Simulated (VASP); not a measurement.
# B (R-3m) in VASP: single point with PBE

Aim: the single point of B with PBE.

Everything below comes from runs of VASP 6.6.1. Logs are shortened: lines on timing, memory, paths and dates and some standing lists are left out, and cuts for length are marked.

**1. The cell of the first run**

It takes space group R-3m (No. 166, trigonal). The conventional cell has a = 4.899 Å, b = 4.899 Å, c = 12.546 Å, α = 90.00°, β = 90.00°, γ = 120.00°. B (site symmetry m) has 6 B at 1.67 to 1.80 Å within 2.2 Å. B (site symmetry m) has 7 B at 1.78 to 2.01 Å within 2.4 Å.

**2. Single point, PBE**

The input, INCAR:

```
SYSTEM = B
PREC = Accurate
ENCUT = 520
EDIFF = 1E-6
ISMEAR = 0
SIGMA = 0.02
LREAL = .False.
LASPH = .True.
NELM = 80
ALGO = Normal
ISIF = 2
LWAVE = .False.
LCHARG = .False.
GGA = PE
NBANDS = 30
```

The input, KPOINTS:

```
regular mesh
0
Gamma
  9 9 9
  0 0 0
```

The input, POSCAR:

```
B
1.0
    2.4494680326      1.4142010280      4.1820433463
   -2.4494680326      1.4142010280      4.1820433463
    0.0000000000     -2.8284020559      4.1820433463
B
12
Direct
    0.0102686550      0.6540774959      0.0102686550
    0.0102686550      0.0102686550      0.6540774959
    0.6540774959      0.0102686550      0.0102686550
    0.9897313450      0.3459225041      0.9897313450
    0.3459225041      0.9897313450      0.9897313450
    0.9897313450      0.9897313450      0.3459225041
    0.2210253653      0.6306274459      0.2210253653
    0.2210253653      0.2210253653      0.6306274459
    0.6306274459      0.2210253653      0.2210253653
    0.7789746347      0.3693725541      0.7789746347
    0.3693725541      0.7789746347      0.7789746347
    0.7789746347      0.7789746347      0.3693725541
```

Potentials or basis: VASP PAW PBE potentials, release 64 (B).

On the command line:

```console
> cat potpaw_PBE.64/B/POTCAR > POTCAR
> mpirun -np 1 vasp_std > vasp.out
```

OUTCAR:

```text
SYSTEM = B
   PREC = Accurate
   ENCUT = 520
   EDIFF = 1E-6
   ISMEAR = 0
   LREAL = .False.
   LASPH = .True.
   NELM = 80
   ISIF = 2
   GGA = PE

 ion  position               nearest neighbor table
   1  0.010  0.654  0.010-   4 1.67   2 1.74   3 1.74   7 1.79  12 1.80  11 1.80
   2  0.010  0.010  0.654-   6 1.67   3 1.74   1 1.74   8 1.79  10 1.80  11 1.80
   3  0.654  0.010  0.010-   5 1.67   2 1.74   1 1.74   9 1.79  12 1.80  10 1.80
   4  0.990  0.346  0.990-   1 1.67   6 1.74   5 1.74  10 1.79   8 1.80   9 1.80
   5  0.346  0.990  0.990-   3 1.67   6 1.74   4 1.74  11 1.79   8 1.80   7 1.80
   6  0.990  0.990  0.346-   2 1.67   4 1.74   5 1.74  12 1.79   9 1.80   7 1.80
   7  0.221  0.631  0.221-  11 1.78  12 1.78   1 1.79   5 1.80   6 1.80   8 2.01   9 2.01
   8  0.221  0.221  0.631-  10 1.78  11 1.78   2 1.79   4 1.80   5 1.80   7 2.01   9 2.01
   9  0.631  0.221  0.221-  10 1.78  12 1.78   3 1.79   4 1.80   6 1.80   8 2.01   7 2.01
  10  0.779  0.369  0.779-   9 1.78   8 1.78   4 1.79   3 1.80   2 1.80  12 2.01  11 2.01
  11  0.369  0.779  0.779-   7 1.78   8 1.78   5 1.79   1 1.80   2 1.80  12 2.01  10 2.01
  12  0.779  0.779  0.369-   7 1.78   9 1.78   6 1.79   3 1.80   1 1.80  10 2.01  11 2.01

  LATTYP: Found a trigonal (rhomboedric) cell.
 ALAT       =     5.0486973311
 COS(alpha) =     0.5292233909

  Lattice vectors:

 A1 = (   2.4494680326,   1.4142010280,   4.1820433463)
 A2 = (  -2.4494680326,   1.4142010280,   4.1820433463)
 A3 = (   0.0000000000,  -2.8284020559,   4.1820433463)

Analysis of symmetry for initial positions (statically):
=====================================================================
 Subroutine PRICEL returns:
 Original cell was already a primitive cell.

 Routine SETGRP: Setting up the symmetry group for a
 trigonal (rhombohedral) supercell.

 Subroutine GETGRP returns: Found 12 space group operations
 (whereof 12 operations were pure point group operations)
 out of a pool of 12 trial point group operations.

The static configuration has the point symmetry D_3d.

Analysis of symmetry for dynamics (positions and initial velocities):
=====================================================================
 Subroutine PRICEL returns:
 Original cell was already a primitive cell.

 Routine SETGRP: Setting up the symmetry group for a
 trigonal (rhombohedral) supercell.

 Subroutine GETGRP returns: Found 12 space group operations
 (whereof 12 operations were pure point group operations)
 out of a pool of 12 trial point group operations.

The dynamic configuration has the point symmetry D_3d.

 Subroutine INISYM returns: Found 12 space group operations
 (whereof 12 operations are pure point group operations),
 and found     1 'primitive' translations

----------------------------------------------------------------------------------------

                                     Primitive cell

  volume of cell :      86.9206

  direct lattice vectors                    reciprocal lattice vectors
     2.449468033  1.414201028  4.182043346     0.204125954  0.117852175  0.079705853
    -2.449468033  1.414201028  4.182043346    -0.204125954  0.117852175  0.079705853
     0.000000000 -2.828402056  4.182043346     0.000000000 -0.235704349  0.079705853

  length of vectors
     5.048697331  5.048697331  5.048697331     0.248816325  0.248816325  0.248816325

  position of ions in fractional coordinates (direct lattice)
     0.010268655  0.654077496  0.010268655
     0.010268655  0.010268655  0.654077496
     0.654077496  0.010268655  0.010268655
     0.989731345  0.345922504  0.989731345
     0.345922504  0.989731345  0.989731345
     0.989731345  0.989731345  0.345922504
     0.221025365  0.630627446  0.221025365
     0.221025365  0.221025365  0.630627446
     0.630627446  0.221025365  0.221025365
     0.778974635  0.369372554  0.778974635
     0.369372554  0.778974635  0.778974635
     0.778974635  0.778974635  0.369372554

  ion indices of the primitive-cell ions
   primitive index   ion index
                 1           1
                 2           2
                 3           3
                 4           4
                 5           5
                 6           6
                 7           7
                 8           8
                 9           9
                10          10
                11          11
                12          12

----------------------------------------------------------------------------------------

 KPOINTS: regular mesh

Automatic generation of k-mesh.
 Grid dimensions read from file:
 generate k-points for:    9    9    9

 Generating k-lattice:

  Cartesian coordinates                     Fractional coordinates (reciprocal lattice)
     0.022680662  0.013094686  0.008856206     0.111111111  0.000000000  0.000000000
    -0.022680662  0.013094686  0.008856206     0.000000000  0.111111111  0.000000000
     0.000000000 -0.026189372  0.008856206    -0.000000000 -0.000000000  0.111111111

  Length of vectors
     0.027646258  0.027646258  0.027646258

  Shift w.r.t. Gamma in fractional coordinates (k-lattice)
     0.000000000  0.000000000  0.000000000

 Subroutine IBZKPT returns following result:
 ===========================================

 Found     85 irreducible k-points:

 Following reciprocal coordinates:
            Coordinates               Weight
  0.000000  0.000000  0.000000      1.000000
  0.111111  0.000000  0.000000      6.000000
  0.222222 -0.000000  0.000000      6.000000
  0.333333 -0.000000  0.000000      6.000000
  0.444444 -0.000000  0.000000      6.000000
  0.111111  0.111111  0.000000      6.000000
[... 16 lines left out ...]
 -0.333333  0.333333  0.000000      6.000000
  0.444444  0.444444  0.000000      6.000000
 [... further k-points ...]
   k-points           NKPTS =     85   k-points in BZ     NKDIM =     85   number of bands    NBANDS=     30
   number of dos      NEDOS =    301   number of ions     NIONS =     12
   total plane-waves  NPLWV =  64000
   dimension x,y,z NGX =    40 NGY =   40 NGZ =   40
   dimension x,y,z NGXF=    80 NGYF=   80 NGZF=   80
   ions per type =              12
   NGX,Y,Z   is equivalent  to a cutoff of  13.17, 13.17, 13.17 a.u.
   NGXF,Y,Z  is equivalent  to a cutoff of  26.34, 26.34, 26.34 a.u.
 SYSTEM =  B
   PREC   = accura    normal or accurate (medium, high low for compatibility)
   ISTART =      0    job   : 0-new  1-cont  2-samecut
   ICHARG =      2    charge: 1-file 2-atom 10-const
   ISPIN  =      1    spin polarized calculation?
   LNONCOLLINEAR =      F non collinear calculations
   LSORBIT =      F    spin-orbit coupling
   LASPH  =      T    aspherical Exc in radial PAW
   ENCUT  =  520.0 eV  38.22 Ry    6.18 a.u.   9.39  9.39  9.39*2*pi/ulx,y,z
   NELM   =     80;   NELMIN=  2; NELMDL= -5     # of ELM steps
   EDIFF  = 0.1E-05   stopping-criterion for ELM
   LREAL  =      F    real-space projection
   EDIFFG = 0.1E-04   stopping-criterion for IOM
   NSW    =      0    number of steps for IOM
   IBRION =     -1    ionic relax: 0-MD 1-quasi-New 2-CG
   NFREE  =      0    steps in history (QN), initial steepest desc. (CG)
   ISIF   =      2    stress and relaxation
   ISYM   =      2    0-nonsym 1-usesym 2-fastsym
   POTIM  = 0.5000    time-step for ionic-motion
   TEBEG  =    0.0;   TEEND  =   0.0 temperature during run
   PSTRESS=    0.0 pullay stress
   NELECT =      36.0000    total number of electrons
   NUPDOWN=      -1.0000    fix difference up-down
   EMIN   =  10.00;   EMAX   =-10.00  energy-range for DOS
   EFERMI =   0.00;   METHOD = LEGACY
   ISMEAR =     0;   SIGMA  =   0.02  broadening in eV -4-tet -1-fermi 0-gaus
   EFERMI_NEDOS =   21; number of points for ismear=-14 and -15
   IALGO  =     38    algorithm
   IMIX   =      4    mixing-type and parameters
     AMIX     =   0.40;   BMIX     =  1.00
     AMIX_MAG =   1.60;   BMIX_MAG =  1.00
  volume/ion in A,a.u.               =       7.24        48.88
  Fermi-wavevector in a.u.,A,eV,Ry     =   1.220304  2.306041 20.261011  1.489142
  Thomas-Fermi vector in A             =   2.355526
   LORBIT       =      0    0 simple, 1 ext, 2 COOP (PROOUT), +10 PAW based schemes
   GGA     = PE    functional components
   LHFCALC =     F    Hartree Fock is set to
   AEXX    =    0.0000 exact exchange contribution
   IVDW    =     0    specifies the selected vdW correction
   LEPSILON=     F    determine dielectric tensor
   LRPA    =     F    only Hartree local field effects (RPA)
 non-spin polarized calculation
 Gauss-broadening in eV      SIGMA  =   0.02
  energy-cutoff  :      520.00
  volume of cell :       86.92
 maximum number of plane-waves:      2369
 NGX is ok and might be reduce to    40
   NGX = 19   NGY = 19   NGZ = 19

 number of electron      36.0000000 magnetization

 Free energy of the ion-electron system (eV)
  ---------------------------------------------------
  ext. energy  EPLUGINS =         0.00000000
  ---------------------------------------------------
  free energy    TOTEN  =       -80.45855007 eV

  energy without entropy =      -80.45855007  energy(sigma->0) =      -80.45855007

 E-fermi :   6.0417     XC(G=0): -11.5557

 val. band max:        5.8954897056   @ k =   0.4444   0.4444   0.4444
 cond. band min:       7.3562430637   @ k =  -0.3333  -0.3333   0.2222
 fundamental gap:      1.4607533581
 Fermi energy:         6.0416558333

 k-point     1 :       0.0000    0.0000    0.0000
  band No.  band energies     occupation
      1     -10.2704      2.00000
      2      -4.5343      2.00000
      3      -4.2809      2.00000
      4      -4.2809      2.00000
      5      -3.2129      2.00000
      6      -2.5664      2.00000
[... 22 lines left out ...]
     29      15.6081      0.00000
     30      16.1141      0.00000
[... 728 lines left out ...]
  band No.  band energies     occupation
      1      -9.2169      2.00000
      2      -7.1026      2.00000
      3      -5.4887      2.00000
      4      -5.3978      2.00000
      5      -4.1512      2.00000
      6      -3.1687      2.00000
[... 22 lines left out ...]
     29      14.9570      0.00000
     30      15.3152      0.00000

 [... further k-points ...]

------------------------ aborting loop because EDIFF is reached ----------------------------------------

  FORCE on cell =-STRESS in cart. coord.  units (eV):
  Direction    XX          YY          ZZ          XY          YZ          ZX
  --------------------------------------------------------------------------------------
  -------------------------------------------------------------------------------------
  Total        0.0314902      0.0314902      0.0292151      0.0000000      0.0000000      0.0000000
  in kB        0.5804478      0.5804478      0.5385114      0.0000000      0.0000000      0.0000000
  external PRESSURE =       0.5664690 kB  Pullay stress =       0.0000000 kB

 VOLUME and BASIS-vectors are now :
 -----------------------------------------------------------------------------
  energy-cutoff  :      520.00
  volume of cell :       86.92
      direct lattice vectors                 reciprocal lattice vectors
     2.449468033  1.414201028  4.182043346     0.204125954  0.117852175  0.079705853
    -2.449468033  1.414201028  4.182043346    -0.204125954  0.117852175  0.079705853
     0.000000000 -2.828402056  4.182043346     0.000000000 -0.235704349  0.079705853

 POSITION                                       TOTAL-FORCE (eV/Angst)
 -----------------------------------------------------------------------------------
     -1.57699      0.91048      2.82127         0.008192     -0.004730     -0.007126
      0.00000     -1.82095      2.82127         0.000000      0.009459     -0.007126
      1.57699      0.91048      2.82127        -0.008192     -0.004730     -0.007126
      1.57699     -0.91048      9.72486        -0.008192      0.004730      0.007126
     -1.57699     -0.91048      9.72486         0.008192      0.004730      0.007126
      0.00000      1.82095      9.72486         0.000000     -0.009459      0.007126
     -1.00331      0.57926      4.48599         0.010962     -0.006329      0.003298
      0.00000     -1.15852      4.48599         0.000000      0.012658      0.003298
      1.00331      0.57926      4.48599        -0.010962     -0.006329      0.003298
      1.00331     -0.57926      8.06014        -0.010962      0.006329     -0.003298
     -1.00331     -0.57926      8.06014         0.010962      0.006329     -0.003298
      0.00000      1.15852      8.06014         0.000000     -0.012658     -0.003298
 -----------------------------------------------------------------------------------
    total drift:                               -0.000000      0.000000     -0.000000

  FREE ENERGIE OF THE ION-ELECTRON SYSTEM (eV)
  ---------------------------------------------------
  free  energy   TOTEN  =       -80.4585500743 eV

  energy  without entropy=      -80.4585500743  energy(sigma->0) =      -80.45855007
```

Run time: 2.9 min. Hardware: 1 thread of AMD EPYC 9R14 (Zen 4), shared host; peak memory 0.28 GiB.

What came out:

```yaml
Free_energy: -80.4586 eV
Pressure: 0.1 GPa
Largest_force: 0.013 eV/Å
Band_gap_on_the_k_mesh: 1.46 eV, indirect (least direct gap 1.84 eV)
```

Forces in eV/Å, atoms in the order of the input:
```
B    0.008 -0.005 -0.007
B    0.000  0.009 -0.007
B   -0.008 -0.005 -0.007
B   -0.008  0.005  0.007
B    0.008  0.005  0.007
B    0.000 -0.009  0.007
B    0.011 -0.006  0.003
B    0.000  0.013  0.003
B   -0.011 -0.006  0.003
B   -0.011  0.006 -0.003
B    0.011  0.006 -0.003
B    0.000 -0.013 -0.003
```

Levels at points of the mesh, in eV from the valence-band top:
| k point | band 15 | band 16 | band 17 | band 18 | band 19 | band 20 | band 21 | band 22 |
| --- | --- | --- | --- | --- | --- | --- | --- | --- |
| (0.00, 0.00, 0.00) | -1.36 | -0.83 | -0.83 | -0.34 | 1.52 | 4.55 | 4.55 | 4.74 |

A k mesh can miss the band edges. PBE gaps usually lie below the measured ones, often by a third to a half.
